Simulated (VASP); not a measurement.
Crystal: KRb2WF6.

```xyz
10
Lattice="0.0000 4.4961 4.4961 4.4961 0.0000 4.4961 4.4961 4.4961 0.0000" Properties=species:S:1:pos:R:3 pbc="T T T"
Rb    2.2481    2.2481    2.2481
Rb    6.7442    6.7442    6.7442
K     4.4961    4.4961    4.4961
F     1.9783    4.4961    4.4961
F     4.4961    1.9783    4.4961
F     7.0139    4.4961    4.4961
F     4.4961    7.0139    4.4961
F     4.4961    4.4961    1.9783
F     4.4961    4.4961    7.0139
W     0.0000    0.0000    0.0000
```

```yaml
Program: VASP 6.6.1
Task: relaxation of cell and atoms
Functional: PBE
Potentials_or_basis: VASP PAW PBE potentials, release 64 (Rb_sv, K_sv, F, W_sv)
Cutoff: 600 eV
k_mesh: 5 × 5 × 5
Occupations: methfessel-paxton, width 0.0436 eV
Spin: no spin polarisation
```

At the start: pressure 7.4 GPa; volume 18.18 Å³/atom.

**Question.** How do energy, volume and symmetry change on relaxing?

**Answer.** Over 9 steps the energy falls by 52.7 meV/atom and the volume is 19.56 Å³/atom (+7.6 %); space group Fm-3m (No. 225, to 0.1 Å) before and after.

Step by step:
```tsv
step	energy change (eV)	largest force (eV/Å)	pressure (GPa)	volume (Å³)
1	0.0000	1.7475	7.37	181.78
2	-0.3000	0.9812	-3.44	204.69
3	-0.5264	0.0630	-0.03	194.88
4	-0.5266	0.0334	0.08	194.61
5	-0.5265	0.0031	0.19	194.35
6	-0.5268	0.0063	0.16	194.66
7	-0.5271	0.0276	0.08	195.34
8	-0.5271	0.0230	-0.09	195.74
9	-0.5272	0.0004	-0.01	195.55
```

Final structure:
```
CELL_PARAMETERS angstrom
0.00000 4.60694 4.60694
4.60694 0.00000 4.60694
4.60694 4.60694 0.00000
ATOMIC_POSITIONS crystal
Rb 0.25000 0.25000 0.25000
Rb 0.75000 0.75000 0.75000
K 0.50000 0.50000 0.50000
F 0.77493 0.22507 0.22507
F 0.22507 0.77493 0.22507
F 0.22507 0.77493 0.77493
F 0.77493 0.22507 0.77493
F 0.22507 0.22507 0.77493
F 0.77493 0.77493 0.22507
W 0.00000 0.00000 0.00000
```

Caveat: an odd number of electrons without spin polarisation forces a metal; a magnetic or distorted state may lie lower.
